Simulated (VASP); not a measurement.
# MgS (d3) (Fm-3m) in VASP: notebook

The runs below take MgS (d3) through single point, relaxation of cell and atoms, with PBE+D3(BJ).

All numbers are computed with VASP 6.6.1; they aren't measurements. Logs are shortened: lines on timing, memory, paths and dates and some standing lists are left out, and cuts for length are marked.

**1. The cell of the first run**

Symmetry: Fm-3m, No. 225, cubic system. The conventional cell has a = 5.209 Å, b = 5.209 Å, c = 5.209 Å, α = 90.00°, β = 90.00°, γ = 90.00°. Mg (site symmetry m-3m) has 6 S at 2.60 Å within 3.4 Å. Within 3.4 Å of S (site symmetry m-3m) lie 6 Mg at 2.60 Å.

**2. Single point, PBE+D3(BJ)**

The input, INCAR:

```
  PREC = Accurate
  ENCUT = 600
  EDIFF = 1E-6
  ISMEAR = 0
  SIGMA = 0.1
  LREAL = False
  LASPH = True
  NELM = 120
  ALGO = Normal
  ISIF = 2
  LWAVE = False
  LCHARG = False
  GGA = PE
  IVDW = 12
  NBANDS = 11
  GGA_COMPAT = False
```

The input, KPOINTS:

```
regular mesh
0
Gamma
  6 6 6
```

The input, POSCAR:

```
MgS
1.0
    0.0000000000      2.6043975600      2.6043975600
    2.6043975600      0.0000000000      2.6043975600
    2.6043975600      2.6043975600      0.0000000000
Mg S
1 1
Direct
    0.0000000000      0.0000000000      0.0000000000
    0.5000000000      0.5000000000      0.5000000000
```

Potentials or basis: VASP PAW PBE potentials, release 64 (Mg, S).

On the command line:

```sh
> cat potpaw_PBE.64/Mg/POTCAR potpaw_PBE.64/S/POTCAR > POTCAR
> mpirun -np 1 vasp_std > vasp.out
```

OUTCAR:

```text
PREC = Accurate
   ENCUT = 600
   EDIFF = 1E-6
   ISMEAR = 0
   LREAL = False
   LASPH = True
   NELM = 120
   ISIF = 2
   GGA = PE
   IVDW = 12
 IVDW          = 12

 ion  position               nearest neighbor table
   1  0.000  0.000  0.000-   2 2.60   2 2.60   2 2.60   2 2.60   2 2.60   2 2.60
   2  0.500  0.500  0.500-   1 2.60   1 2.60   1 2.60   1 2.60   1 2.60   1 2.60

  LATTYP: Found a face centered cubic cell.
 ALAT       =     5.2087951200

  Lattice vectors:

 A1 = (   0.0000000000,   2.6043975600,   2.6043975600)
 A2 = (   2.6043975600,   0.0000000000,   2.6043975600)
 A3 = (   2.6043975600,   2.6043975600,   0.0000000000)

Analysis of symmetry for initial positions (statically):
=====================================================================
 Subroutine PRICEL returns:
 Original cell was already a primitive cell.

 Routine SETGRP: Setting up the symmetry group for a
 face centered cubic supercell.

 Subroutine GETGRP returns: Found 48 space group operations
 (whereof 48 operations were pure point group operations)
 out of a pool of 48 trial point group operations.

The static configuration has the point symmetry O_h .

Analysis of symmetry for dynamics (positions and initial velocities):
=====================================================================
 Subroutine PRICEL returns:
 Original cell was already a primitive cell.

 Routine SETGRP: Setting up the symmetry group for a
 face centered cubic supercell.

 Subroutine GETGRP returns: Found 48 space group operations
 (whereof 48 operations were pure point group operations)
 out of a pool of 48 trial point group operations.

The dynamic configuration has the point symmetry O_h .

 Subroutine INISYM returns: Found 48 space group operations
 (whereof 48 operations are pure point group operations),
 and found     1 'primitive' translations

----------------------------------------------------------------------------------------

                                     Primitive cell

  volume of cell :      35.3307

  direct lattice vectors                    reciprocal lattice vectors
     0.000000000  2.604397560  2.604397560    -0.191982978  0.191982978  0.191982978
     2.604397560  0.000000000  2.604397560     0.191982978 -0.191982978  0.191982978
     2.604397560  2.604397560  0.000000000     0.191982978  0.191982978 -0.191982978

  length of vectors
     3.683174351  3.683174351  3.683174351     0.332524272  0.332524272  0.332524272

  position of ions in fractional coordinates (direct lattice)
     0.000000000  0.000000000  0.000000000
[... 79 lines left out ...]
   PSTRESS=    0.0 pullay stress
   NELECT =       8.0000    total number of electrons
   NUPDOWN=      -1.0000    fix difference up-down
   EMIN   =  10.00;   EMAX   =-10.00  energy-range for DOS
   EFERMI =   0.00;   METHOD = LEGACY
   ISMEAR =     0;   SIGMA  =   0.10  broadening in eV -4-tet -1-fermi 0-gaus
   EFERMI_NEDOS =   21; number of points for ismear=-14 and -15
   IALGO  =     38    algorithm
   IMIX   =      4    mixing-type and parameters
     AMIX     =   0.40;   BMIX     =  1.00
     AMIX_MAG =   1.60;   BMIX_MAG =  1.00
  volume/ion in A,a.u.               =      17.67       119.21
  Fermi-wavevector in a.u.,A,eV,Ry     =   0.997825  1.885615 13.546695  0.995654
  Thomas-Fermi vector in A             =   2.130007
   LORBIT       =      0    0 simple, 1 ext, 2 COOP (PROOUT), +10 PAW based schemes
   GGA     = PE    functional components
   LHFCALC =     F    Hartree Fock is set to
   AEXX    =    0.0000 exact exchange contribution
   IVDW    =    12    specifies the selected vdW correction
   LEPSILON=     F    determine dielectric tensor
   LRPA    =     F    only Hartree local field effects (RPA)
 non-spin polarized calculation
 Gauss-broadening in eV      SIGMA  =   0.10
  energy-cutoff  :      600.00
  volume of cell :       35.33
 maximum number of plane-waves:      1243
 NGX is ok and might be reduce to    30
   NGX = 15   NGY = 15   NGZ = 15

 number of electron       7.9999999 magnetization

 Free energy of the ion-electron system (eV)
  ---------------------------------------------------
  ext. energy  EPLUGINS =         0.00000000
  ---------------------------------------------------
  free energy    TOTEN  =        -8.50013702 eV

  energy without entropy =       -8.50013702  energy(sigma->0) =       -8.50013702

 E-fermi :   4.1785     XC(G=0):  -9.6745

 val. band max:        3.6991276703   @ k =   0.0000   0.0000   0.0000
 cond. band min:       6.4656484378   @ k =   0.5000   0.5000   0.0000
 fundamental gap:      2.7665207675
 Fermi energy:         4.1785374622

 k-point     1 :       0.0000    0.0000    0.0000
  band No.  band energies     occupation
      1      -8.9496      2.00000
      2       3.6991      2.00000
      3       3.6991      2.00000
      4       3.6991      2.00000
      5       7.3835      0.00000
      6      11.6541      0.00000
      7      11.6541      0.00000
      8      11.6541      0.00000
      9      14.0434      0.00000
     10      14.0434      0.00000
     11      16.2287      0.00000
[... 197 lines left out ...]
 k-point    16 :      -0.3333    0.5000    0.1667
  band No.  band energies     occupation
      1      -7.2500      2.00000
      2      -0.0358      2.00000
      3       1.1314      2.00000
      4       1.4947      2.00000
      5       8.0959      0.00000
      6       9.9239      0.00000
      7      12.8419      0.00000
      8      13.4864      0.00000
      9      17.4688      0.00000
     10      18.7091      0.00000
     11      19.1384      0.00000

------------------------ aborting loop because EDIFF is reached ----------------------------------------

 Edisp (eV)   -0.70860

 E8    (eV) :    -0.2852

  FORCE on cell =-STRESS in cart. coord.  units (eV):
  Direction    XX          YY          ZZ          XY          YZ          ZX
  --------------------------------------------------------------------------------------
  -------------------------------------------------------------------------------------
  Total      -0.57616    -0.57616    -0.57616     0.00000     0.00000    -0.00000
  in kB     -26.12771   -26.12771   -26.12771     0.00000     0.00000    -0.00000
  external pressure =      -26.13 kB  Pullay stress =        0.00 kB

 VOLUME and BASIS-vectors are now :
 -----------------------------------------------------------------------------
  energy-cutoff  :      600.00
  volume of cell :       35.33
      direct lattice vectors                 reciprocal lattice vectors
     0.000000000  2.604397560  2.604397560    -0.191982978  0.191982978  0.191982978
     2.604397560  0.000000000  2.604397560     0.191982978 -0.191982978  0.191982978
     2.604397560  2.604397560  0.000000000     0.191982978  0.191982978 -0.191982978

 POSITION                                       TOTAL-FORCE (eV/Angst)
 -----------------------------------------------------------------------------------
      0.00000      0.00000      0.00000        -0.000000     -0.000000     -0.000000
      2.60440      2.60440      2.60440         0.000000      0.000000      0.000000
 -----------------------------------------------------------------------------------
    total drift:                               -0.000000     -0.000000      0.000000

  FREE ENERGIE OF THE ION-ELECTRON SYSTEM (eV)
  ---------------------------------------------------
  free  energy   TOTEN  =        -9.2087411674 eV

  energy  without entropy=       -9.2087411674  energy(sigma->0) =       -9.20874117
```

It took 7.6 s on 1 thread of Intel Xeon Platinum 8488C (Sapphire Rapids), shared host; peak memory 0.18 GiB.

Results:

```
Free energy                : -9.2087 eV
Pressure                   : -2.6 GPa
Band gap on the k mesh     : 2.77 eV, indirect (least direct gap 3.68 eV)
Dispersion energy per atom : -0.354 eV
```

**3. Single point, PBE+D3(BJ)**

This run uses another cell than the first one, of 17.12 Å³/atom, 0.969 times its volume.

The input, INCAR:

```
PREC = Accurate ; ENCUT = 600
EDIFF = 1E-6 ; ISMEAR = 0
SIGMA = 0.02 ; LREAL = F
LASPH = T ; NELM = 120
ALGO = Normal ; ISIF = 2
LWAVE = F ; LCHARG = F
GGA = PE ; IVDW = 12
NBANDS = 11 ; GGA_COMPAT = F
```

The input, KPOINTS:

```
regular mesh
0
Gamma
  8 8 8
```

The input, POSCAR:

```
MgS
1.0
    0.0000000000      2.5773470069      2.5773470069
    2.5773470069      0.0000000000      2.5773470069
    2.5773470069      2.5773470069      0.0000000000
Mg S
1 1
Direct
    0.0000000000      0.0000000000      0.0000000000
    0.5000000000      0.5000000000      0.5000000000
```

Potentials or basis: VASP PAW PBE potentials, release 64 (Mg, S).

On the command line:

```sh
> cat potpaw_PBE.64/Mg/POTCAR potpaw_PBE.64/S/POTCAR > POTCAR
> mpirun -np 1 vasp_std > vasp.out
```

Wall time 11 s (1 thread of Intel Xeon Platinum 8488C (Sapphire Rapids), shared host); peak memory 0.18 GiB.

The run converged. Its results:

```yaml
Free_energy: -9.2214 eV
Pressure: -0.3 GPa
Band_gap_on_the_k_mesh: 2.84 eV, indirect (least direct gap 3.94 eV)
Dispersion_energy_per_atom: -0.366 eV
```

Levels at points of the mesh, in eV from the valence-band top:
| k point | band 1 | band 2 | band 3 | band 4 | band 5 | band 6 | band 7 | band 8 | band 9 |
| --- | --- | --- | --- | --- | --- | --- | --- | --- | --- |
| (0.00, 0.00, 0.00) | -12.83 | 0.00 | 0.00 | 0.00 | 3.94 | 7.94 | 7.94 | 7.94 | 10.38 |
| (0.50, 0.00, 0.00) | -11.45 | -4.98 | -0.62 | -0.62 | 4.59 | 6.94 | 6.94 | 10.42 | 12.32 |
| (0.50, 0.50, 0.00) | -11.06 | -4.34 | -1.75 | -1.75 | 2.84 | 4.31 | 12.29 | 12.90 | 13.67 |

**4. Relaxation of cell and atoms, PBE+D3(BJ)**

The input, INCAR:

```
ALGO = Normal
EDIFF = 1E-7
EDIFFG = -0.002
ENCUT = 600
GGA = PE
GGA_COMPAT = F
IBRION = 2
ISIF = 3
ISMEAR = 0
IVDW = 12
LASPH = T
LCHARG = F
LREAL = F
LWAVE = F
NELM = 120
NELMIN = 4
NSW = 100
PREC = Accurate
SIGMA = 0.02
```

The input, KPOINTS:

```
k-points
0
Gamma
  8 8 8
```

The input, POSCAR:

```
MgS
1.0
    0.0000000000      2.6043975600      2.6043975600
    2.6043975600      0.0000000000      2.6043975600
    2.6043975600      2.6043975600      0.0000000000
Mg S
1 1
Direct
    0.0000000000      0.0000000000      0.0000000000
    0.5000000000      0.5000000000      0.5000000000
```

Potentials or basis: VASP PAW PBE potentials, release 64 (Mg, S).

On the command line:

```sh
> cat potpaw_PBE.64/Mg/POTCAR potpaw_PBE.64/S/POTCAR > POTCAR
> mpirun -np 1 vasp_std > vasp.out
```

OUTCAR:

```text
EDIFF = 1E-7
   EDIFFG = -0.002
   ENCUT = 600
   GGA = PE
   IBRION = 2
   ISIF = 3
   ISMEAR = 0
   IVDW = 12
   LASPH = T
   LREAL = F
   NELM = 120
   NELMIN = 4
   NSW = 100
   PREC = Accurate
 IVDW          = 12

 ion  position               nearest neighbor table
   1  0.000  0.000  0.000-   2 2.60   2 2.60   2 2.60   2 2.60   2 2.60   2 2.60
   2  0.500  0.500  0.500-   1 2.60   1 2.60   1 2.60   1 2.60   1 2.60   1 2.60

  LATTYP: Found a face centered cubic cell.
 ALAT       =     5.2087951200

  Lattice vectors:

 A1 = (   0.0000000000,   2.6043975600,   2.6043975600)
 A2 = (   2.6043975600,   0.0000000000,   2.6043975600)
 A3 = (   2.6043975600,   2.6043975600,   0.0000000000)

Analysis of symmetry for initial positions (statically):
=====================================================================
 Subroutine PRICEL returns:
 Original cell was already a primitive cell.

 Routine SETGRP: Setting up the symmetry group for a
 face centered cubic supercell.

 Subroutine GETGRP returns: Found 48 space group operations
 (whereof 48 operations were pure point group operations)
 out of a pool of 48 trial point group operations.

The static configuration has the point symmetry O_h .

Analysis of symmetry for dynamics (positions and initial velocities):
=====================================================================
 Subroutine PRICEL returns:
 Original cell was already a primitive cell.

 Routine SETGRP: Setting up the symmetry group for a
 face centered cubic supercell.

 Subroutine GETGRP returns: Found 48 space group operations
 (whereof 48 operations were pure point group operations)
 out of a pool of 48 trial point group operations.

The dynamic configuration has the point symmetry O_h .

 Subroutine INISYM returns: Found 48 space group operations
 (whereof 48 operations are pure point group operations),
 and found     1 'primitive' translations

----------------------------------------------------------------------------------------

                                     Primitive cell

  volume of cell :      35.3307

  direct lattice vectors                    reciprocal lattice vectors
     0.000000000  2.604397560  2.604397560    -0.191982978  0.191982978  0.191982978
[... 101 lines left out ...]
   ISMEAR =     0;   SIGMA  =   0.02  broadening in eV -4-tet -1-fermi 0-gaus
   EFERMI_NEDOS =   21; number of points for ismear=-14 and -15
   IALGO  =     38    algorithm
   IMIX   =      4    mixing-type and parameters
     AMIX     =   0.40;   BMIX     =  1.00
     AMIX_MAG =   1.60;   BMIX_MAG =  1.00
  volume/ion in A,a.u.               =      17.67       119.21
  Fermi-wavevector in a.u.,A,eV,Ry     =   0.997825  1.885615 13.546695  0.995654
  Thomas-Fermi vector in A             =   2.130007
   LORBIT       =      0    0 simple, 1 ext, 2 COOP (PROOUT), +10 PAW based schemes
   GGA     = PE    functional components
   LHFCALC =     F    Hartree Fock is set to
   AEXX    =    0.0000 exact exchange contribution
   IVDW    =    12    specifies the selected vdW correction
   LEPSILON=     F    determine dielectric tensor
   LRPA    =     F    only Hartree local field effects (RPA)
 conjugate gradient relaxation of ions
 non-spin polarized calculation
 Gauss-broadening in eV      SIGMA  =   0.02
  energy-cutoff  :      600.00
  volume of cell :       35.33
 maximum number of plane-waves:      1243
 NGX is ok and might be reduce to    30
   NGX = 15   NGY = 15   NGZ = 15

--------------------------------------- Ionic step        1  -------------------------------------------

 number of electron       7.9999999 magnetization

 Free energy of the ion-electron system (eV)
  ---------------------------------------------------
  ext. energy  EPLUGINS =         0.00000000
  ---------------------------------------------------
  free energy    TOTEN  =        -8.50277155 eV

  energy without entropy =       -8.50277155  energy(sigma->0) =       -8.50277155

------------------------ aborting loop because EDIFF is reached ----------------------------------------

 Edisp (eV)   -0.70860

 E8    (eV) :    -0.2852
[... 71 lines left out ...]
--------------------------------------- Ionic step        3  -------------------------------------------

 number of electron       8.0000001 magnetization

 Free energy of the ion-electron system (eV)
  ---------------------------------------------------
  ext. energy  EPLUGINS =         0.00000000
  ---------------------------------------------------
  free energy    TOTEN  =        -8.48753683 eV

  energy without entropy =       -8.48753683  energy(sigma->0) =       -8.48753683

 E-fermi :   4.1460     XC(G=0):  -9.8185

 val. band max:        4.0100414729   @ k =   0.0000   0.0000   0.0000
 cond. band min:       6.8532668797   @ k =   0.5000   0.5000   0.0000
 fundamental gap:      2.8432254069
 Fermi energy:         4.1459591789

 k-point     1 :       0.0000    0.0000    0.0000
  band No.  band energies     occupation
      1      -8.8393      2.00000
      2       4.0100      2.00000
      3       4.0100      2.00000
      4       4.0100      2.00000
      5       7.9738      0.00000
      6      11.9427      0.00000
      7      11.9427      0.00000
      8      11.9427      0.00000
[... 243 lines left out ...]
 k-point    24 :      -0.3750    0.2500    0.1250
  band No.  band energies     occupation
      1      -7.2434      2.00000
      2      -0.4489      2.00000
      3       1.7802      2.00000
      4       2.8040      2.00000
      5       9.6571      0.00000
      6      10.1856      0.00000
      7      12.5282      0.00000
      8      13.5846      0.00000

 [... further k-points ...]

------------------------ aborting loop because EDIFF is reached ----------------------------------------

 Edisp (eV)   -0.73401

 E8    (eV) :    -0.2953
[... 25 lines left out ...]
  FREE ENERGIE OF THE ION-ELECTRON SYSTEM (eV)
  ---------------------------------------------------
  free  energy   TOTEN  =        -9.2215428756 eV

  energy  without entropy=       -9.2215428756  energy(sigma->0) =       -9.22154288

 reached required accuracy - stopping structural energy minimisation
```

OSZICAR:

```text
N       E                     dE             d eps       ncg     rms          rms(c)
DAV:   1     0.239317933531E+02    0.23932E+02   -0.38946E+03   488   0.907E+02
DAV:   2    -0.787164340344E+01   -0.31803E+02   -0.30038E+02   624   0.107E+02
DAV:   3    -0.890467771485E+01   -0.10330E+01   -0.10330E+01   544   0.268E+01
[... 24 lines left out ...]
DAV:   3    -0.848754959746E+01    0.17063E-03   -0.92431E-04   496   0.170E-01    0.721E-02
DAV:   4    -0.848754644801E+01    0.31494E-05   -0.69548E-06   560   0.234E-02    0.635E-02
DAV:   5    -0.848753618022E+01    0.10268E-04   -0.40896E-06   504   0.174E-02    0.117E-02
DAV:   6    -0.848753674234E+01   -0.56213E-06   -0.62713E-08   352   0.250E-03    0.444E-03
DAV:   7    -0.848753682813E+01   -0.85791E-07   -0.39149E-09   256   0.588E-04
   3 F= -.92215429E+01 E0= -.92215429E+01  d E =-.101672E-01
```

CONTCAR:

```text
MgS
   1.00000000000000
     0.0000000000000000    2.5745499369767253    2.5745499369767253
     2.5745499369767253    0.0000000000000000    2.5745499369767253
     2.5745499369767253    2.5745499369767253    0.0000000000000000
  Mg              S
     1     1
Direct
     0.0000000000000000    0.0000000000000000    0.0000000000000000
     0.5000000000000000    0.5000000000000000    0.5000000000000000

  0.00000000E+00  0.00000000E+00  0.00000000E+00
  0.00000000E+00  0.00000000E+00  0.00000000E+00
```

Wall time 23 s (1 thread of Intel Xeon Platinum 8488C (Sapphire Rapids), shared host); peak memory 0.18 GiB.

What came out:

```yaml
Free_energy: -9.2215 eV
Relaxed_volume: 17.06 Å³/atom
Relaxed_cell: a = 3.641 Å, b = 3.641 Å, c = 3.641 Å, α = 60.00°, β = 60.00°, γ = 60.00°
Space_group_after_relaxing_to_0.05_Å: Fm-3m (No. 225)
Energy_gained_by_relaxing: 5.1 meV/atom
Ionic_steps: 3
Pressure_after_relaxing: 0.0 GPa
Band_gap_on_the_k_mesh: 2.84 eV, indirect (least direct gap 3.96 eV)
Dispersion_energy_per_atom: -0.367 eV
```

The path:
| step | energy change (eV) | largest force (eV/Å) | pressure (GPa) | volume (Å³) |
| --- | --- | --- | --- | --- |
| 1 | 0.0000 | 0.0000 | -2.63 | 35.33 |
| 2 | -0.0096 | 0.0000 | 0.65 | 33.87 |
| 3 | -0.0102 | 0.0000 | 0.01 | 34.13 |

Final structure:
```
Mg S
1.0
     0.00000    2.57455    2.57455
     2.57455    0.00000    2.57455
     2.57455    2.57455    0.00000
Mg S
1 1
Direct
  0.00000 0.00000 0.00000
  0.50000 0.50000 0.50000
```

A k mesh can miss the band edges. Expect the measured gap to be larger: semilocal functionals such as PBE lack the derivative discontinuity.

**5. Overview**

```csv
task,cell,k mesh,smearing,gap on the mesh (eV),pressure (GPa)
single point,"a = 3.683 Å, angles 60.0°, 2 atoms",6 × 6 × 6,gaussian 0.1 eV,2.77,-2.6
single point,"a = 3.645 Å, angles 60.0°, 2 atoms",8 × 8 × 8,gaussian 0.02 eV,2.84,-0.3
relaxation of cell and atoms,"relaxed from a = 3.683 Å, angles 60.0°, 2 atoms",8 × 8 × 8,gaussian 0.02 eV,2.84,0.0
```

Alike in all rows: level PBE+D3(BJ); potentials or basis VASP PAW PBE potentials, release 64 (Mg, S); no spin polarisation; cutoff (eV) 600.

Total energies depend on the potentials used, so only differences within one code and one set of settings carry meaning.
